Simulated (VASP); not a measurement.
# Al (P6_3/mmc) in VASP: single point with r2SCAN

Aim: the single point of Al with r2SCAN.

All numbers are computed with VASP 6.6.1; they aren't measurements. Logs are shortened: lines on timing, memory, paths and dates and some standing lists are left out, and cuts for length are marked.

## (1) The cell of the first run

The structure is hexagonal, space group P6_3/mmc (No. 194). Conventional cell: a = 2.827 Å, b = 2.827 Å, c = 9.186 Å, α = 90.00°, β = 90.00°, γ = 120.00°. Al (site symmetry -3m) has 12 Al at 2.82 to 2.83 Å within 3.7 Å. Al (site symmetry -6m2) has 12 Al at 2.82 to 2.83 Å within 3.7 Å.

## (2) Single point, r2SCAN

POSCAR

```
Al
1.0
    2.8270770242      0.0000000000      0.0000000000
   -1.4135385121      2.4483205214      0.0000000000
    0.0000000000      0.0000000000      9.1859930700
Al
4
Direct
    0.0000000000      0.0000000000      0.0000000000
    0.3333333300      0.6666666700      0.2500000000
    0.0000000000      0.0000000000      0.5000000000
    0.6666666700      0.3333333300      0.7500000000
```

INCAR.step1

```
SYSTEM = Al
PREC = Accurate ; ENCUT = 520
ISMEAR = 0 ; SIGMA = 0.1
LREAL = .False. ; LASPH = .True.
NELM = 80 ; NBANDS = 14
GGA = PE ; ALGO = Normal
EDIFF = 1E-4 ; LWAVE = .True.
LCHARG = .False.
```

INCAR.step2

```
SYSTEM = Al
PREC = Accurate ; ENCUT = 520
EDIFF = 1E-6 ; ISMEAR = 0
SIGMA = 0.1 ; LREAL = .False.
LASPH = .True. ; NELM = 80
ALGO = Normal ; ISIF = 2
LWAVE = .False. ; LCHARG = .False.
METAGGA = R2SCAN ; LMIXTAU = .True.
NBANDS = 14 ; ISTART = 1
```

KPOINTS

```
Automatic mesh
0
Gamma
  9 9 2
  0 0 0
```

Potentials or basis: VASP PAW PBE potentials, release 64 (Al).

Launch:

```console
$ cat potpaw_PBE.64/Al/POTCAR > POTCAR
$ cp INCAR.step1 INCAR
$ mpirun -np 1 vasp_std > vasp.out
$ cp INCAR.step2 INCAR
$ mpirun -np 1 vasp_std > vasp.out
```

OUTCAR:

```text
SYSTEM = Al
   PREC = Accurate
   ENCUT = 520
   EDIFF = 1E-6
   ISMEAR = 0
   LREAL = .False.
   LASPH = .True.
   NELM = 80
   ISIF = 2
   METAGGA = R2SCAN
   ISTART = 1

 ion  position               nearest neighbor table
   1  0.000  0.000  0.000-   2 2.82   4 2.82   2 2.82   4 2.82   4 2.82   2 2.82
   2  0.333  0.667  0.250-   1 2.82   3 2.82   1 2.82   3 2.82   1 2.82   3 2.82
   3  0.000  0.000  0.500-   2 2.82   4 2.82   2 2.82   4 2.82   4 2.82   2 2.82
   4  0.667  0.333  0.750-   1 2.82   3 2.82   1 2.82   3 2.82   1 2.82   3 2.82

  LATTYP: Found a hexagonal cell.
 ALAT       =     2.8270770242
 C/A-ratio  =     3.2492899880

  Lattice vectors:

 A1 = (   2.8270770242,   0.0000000000,   0.0000000000)
 A2 = (  -1.4135385121,   2.4483205214,   0.0000000000)
 A3 = (   0.0000000000,   0.0000000000,   9.1859930700)

Analysis of symmetry for initial positions (statically):
=====================================================================
 Subroutine PRICEL returns:
 Original cell was already a primitive cell.

 Routine SETGRP: Setting up the symmetry group for a
 hexagonal supercell.

 Subroutine GETGRP returns: Found 24 space group operations
 (whereof 12 operations were pure point group operations)
 out of a pool of 24 trial point group operations.

The static configuration has the point symmetry D_3d.
 The point group associated with its full space group is D_6h.

Analysis of symmetry for dynamics (positions and initial velocities):
=====================================================================
 Subroutine PRICEL returns:
 Original cell was already a primitive cell.

 Routine SETGRP: Setting up the symmetry group for a
 hexagonal supercell.

 Subroutine GETGRP returns: Found 24 space group operations
 (whereof 12 operations were pure point group operations)
 out of a pool of 24 trial point group operations.

The dynamic configuration has the point symmetry D_3d.
 The point group associated with its full space group is D_6h.

 Subroutine INISYM returns: Found 24 space group operations
 (whereof 12 operations are pure point group operations),
 and found     1 'primitive' translations

----------------------------------------------------------------------------------------

                                     Primitive cell

  volume of cell :      63.5817

  direct lattice vectors                    reciprocal lattice vectors
     2.827077024  0.000000000  0.000000000     0.353722234  0.204221627  0.000000000
    -1.413538512  2.448320521  0.000000000     0.000000000  0.408443254  0.000000000
     0.000000000  0.000000000  9.185993070     0.000000000  0.000000000  0.108861393

  length of vectors
     2.827077024  2.827077024  9.185993070     0.408443254  0.408443254  0.108861393

  position of ions in fractional coordinates (direct lattice)
     0.000000000  0.000000000  0.000000000
     0.333333330  0.666666670  0.250000000
     0.000000000  0.000000000  0.500000000
     0.666666670  0.333333330  0.750000000

  ion indices of the primitive-cell ions
   primitive index   ion index
                 1           1
                 2           2
                 3           3
                 4           4

----------------------------------------------------------------------------------------

 KPOINTS: Automatic mesh

Automatic generation of k-mesh.
 Grid dimensions read from file:
 generate k-points for:    9    9    2

 Generating k-lattice:

  Cartesian coordinates                     Fractional coordinates (reciprocal lattice)
     0.039302470  0.022691292  0.000000000     0.111111111 -0.000000000  0.000000000
     0.000000000  0.045382584  0.000000000     0.000000000  0.111111111  0.000000000
     0.000000000  0.000000000  0.054430696     0.000000000  0.000000000  0.500000000

  Length of vectors
     0.045382584  0.045382584  0.054430696

  Shift w.r.t. Gamma in fractional coordinates (k-lattice)
     0.000000000  0.000000000  0.000000000

 Subroutine IBZKPT returns following result:
 ===========================================

 Found     24 irreducible k-points:

 Following reciprocal coordinates:
            Coordinates               Weight
  0.000000  0.000000  0.000000      1.000000
  0.111111  0.000000  0.000000      6.000000
  0.222222  0.000000  0.000000      6.000000
  0.333333  0.000000  0.000000      6.000000
  0.444444  0.000000  0.000000      6.000000
  0.111111  0.111111  0.000000      6.000000
[... 16 lines left out ...]
  0.333333  0.222222  0.500000     12.000000
  0.333333  0.333333  0.500000      2.000000
   k-points           NKPTS =     24   k-points in BZ     NKDIM =     24   number of bands    NBANDS=     14
   number of dos      NEDOS =    301   number of ions     NIONS =      4
   total plane-waves  NPLWV =  40320
   dimension x,y,z NGX =    24 NGY =   24 NGZ =   70
   dimension x,y,z NGXF=    48 NGYF=   48 NGZF=  140
   ions per type =               4
   NGX,Y,Z   is equivalent  to a cutoff of  14.11, 14.11, 12.67 a.u.
   NGXF,Y,Z  is equivalent  to a cutoff of  28.23, 28.23, 25.34 a.u.
 SYSTEM =  Al
   PREC   = accura    normal or accurate (medium, high low for compatibility)
   ISTART =      1    job   : 0-new  1-cont  2-samecut
   ICHARG =      0    charge: 1-file 2-atom 10-const
   ISPIN  =      1    spin polarized calculation?
   LNONCOLLINEAR =      F non collinear calculations
   LSORBIT =      F    spin-orbit coupling
   LASPH  =      T    aspherical Exc in radial PAW
   ENCUT  =  520.0 eV  38.22 Ry    6.18 a.u.   5.26  5.26 17.08*2*pi/ulx,y,z
   NELM   =     80;   NELMIN=  2; NELMDL=  0     # of ELM steps
   EDIFF  = 0.1E-05   stopping-criterion for ELM
   LREAL  =      F    real-space projection
   EDIFFG = 0.1E-04   stopping-criterion for IOM
   NSW    =      0    number of steps for IOM
   IBRION =     -1    ionic relax: 0-MD 1-quasi-New 2-CG
   NFREE  =      0    steps in history (QN), initial steepest desc. (CG)
   ISIF   =      2    stress and relaxation
   ISYM   =      2    0-nonsym 1-usesym 2-fastsym
   POTIM  = 0.5000    time-step for ionic-motion
   TEBEG  =    0.0;   TEEND  =   0.0 temperature during run
   PSTRESS=    0.0 pullay stress
   NELECT =      12.0000    total number of electrons
   NUPDOWN=      -1.0000    fix difference up-down
   EMIN   =  10.00;   EMAX   =-10.00  energy-range for DOS
   EFERMI =   0.00;   METHOD = LEGACY
   ISMEAR =     0;   SIGMA  =   0.10  broadening in eV -4-tet -1-fermi 0-gaus
   EFERMI_NEDOS =   21; number of points for ismear=-14 and -15
   IALGO  =     38    algorithm
   IMIX   =      4    mixing-type and parameters
     AMIX     =   0.40;   BMIX     =  1.00
     AMIX_MAG =   1.60;   BMIX_MAG =  1.00
  volume/ion in A,a.u.               =      15.90       107.27
  Fermi-wavevector in a.u.,A,eV,Ry     =   0.939055  1.774557 11.997959  0.881825
  Thomas-Fermi vector in A             =   2.066329
   LORBIT       =      0    0 simple, 1 ext, 2 COOP (PROOUT), +10 PAW based schemes
   METAGGA = R2SCAN    functional components
   LHFCALC =     F    Hartree Fock is set to
   AEXX    =    0.0000 exact exchange contribution
   IVDW    =     0    specifies the selected vdW correction
   LEPSILON=     F    determine dielectric tensor
   LRPA    =     F    only Hartree local field effects (RPA)
 non-spin polarized calculation
 Gauss-broadening in eV      SIGMA  =   0.10
  energy-cutoff  :      520.00
  volume of cell :       63.58
 maximum number of plane-waves:      1726
 NGX is ok and might be reduce to    24
   NGX = 11   NGY = 11   NGZ = 35

 number of electron      12.0000000 magnetization

 Free energy of the ion-electron system (eV)
  ---------------------------------------------------
  ext. energy  EPLUGINS =         0.00000000
  ---------------------------------------------------
  free energy    TOTEN  =       -26.80924666 eV

  energy without entropy =      -26.79967048  energy(sigma->0) =      -26.80445857

 E-fermi :   8.3848     XC(G=0): -11.0505

 val. band max:        8.2360585178   @ k =   0.4444   0.0000   0.5000
 cond. band min:       8.4105499382   @ k =   0.2222   0.2222   0.0000
 fundamental gap:      0.1744914204
 Fermi energy:         8.3848468986

 k-point     1 :       0.0000    0.0000    0.0000
  band No.  band energies     occupation
      1      -3.6996      2.00000
      2      -1.8588      2.00000
      3      -1.8370      2.00000
      4       3.2874      2.00000
      5       3.8905      2.00000
      6      12.2531      0.00000
      7      12.2593      0.00000
      8      20.0291      0.00000
      9      20.0291      0.00000
     10      20.1462      0.00000
     11      20.1462      0.00000
     12      21.1001      0.00000
     13      21.1001      0.00000
     14      21.2659      0.00000

 k-point     2 :       0.1111    0.0000    0.0000
  band No.  band energies     occupation
      1      -3.3761      2.00000
      2      -1.5396      2.00000
      3      -1.5178      2.00000
      4       3.5883      2.00000
      5       4.2003      2.00000
      6      12.4849      0.00000
      7      12.5132      0.00000
      8      16.0774      0.00000
      9      17.5126      0.00000
     10      17.6408      0.00000
     11      17.8896      0.00000
     12      19.4289      0.00000
     13      19.4578      0.00000
     14      19.4606      0.00000

 k-point     3 :       0.2222    0.0000    0.0000
  band No.  band energies     occupation
      1      -2.4100      2.00000
      2      -0.5869      2.00000
      3      -0.5647      2.00000
      4       4.4904      2.00000
      5       5.1061      2.00000
      6      11.4487      0.00000
      7      12.6782      0.00000
      8      13.1891      0.00000
      9      13.6651      0.00000
     10      14.0319      0.00000
     11      16.2433      0.00000
     12      17.2130      0.00000
     13      17.8114      0.00000
     14      17.8301      0.00000

 k-point     4 :       0.3333    0.0000    0.0000
  band No.  band energies     occupation
      1      -0.8149      2.00000
      2       0.9836      2.00000
      3       1.0074      2.00000
      4       5.9845      2.00000
      5       6.3224      2.00000
      6       7.9299      2.00000
      7       9.3410      0.00000
      8       9.4588      0.00000
      9      14.1570      0.00000
     10      14.3878      0.00000
     11      14.7127      0.00000
     12      14.8448      0.00000
     13      15.1486      0.00000
     14      16.7327      0.00000

 k-point     5 :       0.4444    0.0000    0.0000
  band No.  band energies     occupation
      1       1.3849      2.00000
      2       3.1156      2.00000
      3       3.1521      2.00000
      4       4.1494      2.00000
      5       5.9855      2.00000
      6       6.0106      2.00000
      7       8.1562      1.99878
      8       9.0201      0.00000
      9      10.8776      0.00000
     10      11.5212      0.00000
     11      14.6024      0.00000
[... 276 lines left out ...]
 k-point    22 :       0.2222    0.2222    0.5000
  band No.  band energies     occupation
      1       0.5847      2.00000
      2       0.5847      2.00000
      3       4.1169      2.00000
      4       4.1169      2.00000
      5       8.7531      0.00000
      6       8.7531      0.00000
      7       8.8329      0.00000
      8       8.8329      0.00000
      9      11.2920      0.00000
     10      11.2920      0.00000
     11      12.5572      0.00000
     12      12.5572      0.00000
     13      12.9833      0.00000
     14      12.9833      0.00000

 k-point    23 :       0.3333    0.2222    0.5000
  band No.  band energies     occupation
      1       2.7558      2.00000
      2       2.7558      2.00000
      3       5.3417      2.00000
      4       5.3417      2.00000
      5       6.4139      2.00000
      6       6.4139      2.00000
      7       8.1433      1.99936
      8       8.1433      1.99936
      9       9.3833      0.00000
     10       9.3833      0.00000
     11      11.9688      0.00000
     12      11.9688      0.00000
     13      13.6450      0.00000
     14      13.6450      0.00000

 k-point    24 :       0.3333    0.3333    0.5000
  band No.  band energies     occupation
      1       5.0895      2.00000
      2       5.0895      2.00000
      3       5.0910      2.00000
      4       5.0910      2.00000
      5       5.3177      2.00000
      6       5.3177      2.00000
      7       8.1410      1.99943
      8       8.1410      1.99943
      9       9.0356      0.00000
     10       9.0356      0.00000
     11       9.6951      0.00000
     12       9.6951      0.00000
     13      15.1609      0.00000
     14      15.1609      0.00000

------------------------ aborting loop because EDIFF is reached ----------------------------------------

  FORCE on cell =-STRESS in cart. coord.  units (eV):
  Direction    XX          YY          ZZ          XY          YZ          ZX
  --------------------------------------------------------------------------------------
  -------------------------------------------------------------------------------------
  Total        0.3972069      0.3972069     -0.7091537      0.0000000      0.0000000      0.0000000
  in kB       10.0091074     10.0091074    -17.8697678      0.0000000      0.0000000      0.0000000
  external PRESSURE =       0.7161490 kB  Pullay stress =       0.0000000 kB

 VOLUME and BASIS-vectors are now :
 -----------------------------------------------------------------------------
  energy-cutoff  :      520.00
  volume of cell :       63.58
      direct lattice vectors                 reciprocal lattice vectors
     2.827077024  0.000000000  0.000000000     0.353722234  0.204221627  0.000000000
    -1.413538512  2.448320521  0.000000000     0.000000000  0.408443254  0.000000000
     0.000000000  0.000000000  9.185993070     0.000000000  0.000000000  0.108861393

 POSITION                                       TOTAL-FORCE (eV/Angst)
 -----------------------------------------------------------------------------------
      0.00000      0.00000      0.00000         0.000000      0.000000      0.000000
     -0.00000      1.63221      2.29650         0.000000     -0.000000     -0.000000
      0.00000      0.00000      4.59300         0.000000      0.000000      0.000000
      1.41354      0.81611      6.88949        -0.000000      0.000000     -0.000000
 -----------------------------------------------------------------------------------
    total drift:                               -0.000000      0.000000     -0.000000

  FREE ENERGIE OF THE ION-ELECTRON SYSTEM (eV)
  ---------------------------------------------------
  free  energy   TOTEN  =       -26.8092466569 eV

  energy  without entropy=      -26.7996704818  energy(sigma->0) =      -26.80445857
```

It took 62 s on 1 thread of Intel Xeon Platinum 8259CL at 2.50GHz (Skylake/Cascade Lake), shared host; peak memory 0.19 GiB.

Results:

| Quantity | Value |
| --- | --- |
| Free energy | -26.8092 eV |
| Pressure | 0.1 GPa |
| Band gap on the k mesh | zero (band 6 reaches 12.68 eV, above the bottom of band 7 at 6.97 eV) |

Stress tensor (GPa, compression positive):
```
 1.00  0.00  0.00
 0.00  1.00  0.00
 0.00  0.00 -1.79
```

Levels at points of the mesh, in eV from the Fermi level:
```
           k point  band 4  band 5  band 6  band 7  band 8  band 9
(0.00, 0.00, 0.00)   -5.10   -4.49    3.87    3.87   11.64   11.64
(0.00, 0.00, 0.50)   -7.95   -0.83   -0.83    9.16    9.16   11.99
```

Caveat: the PAW data sets were made with another functional, which shifts forces and pressure a little.
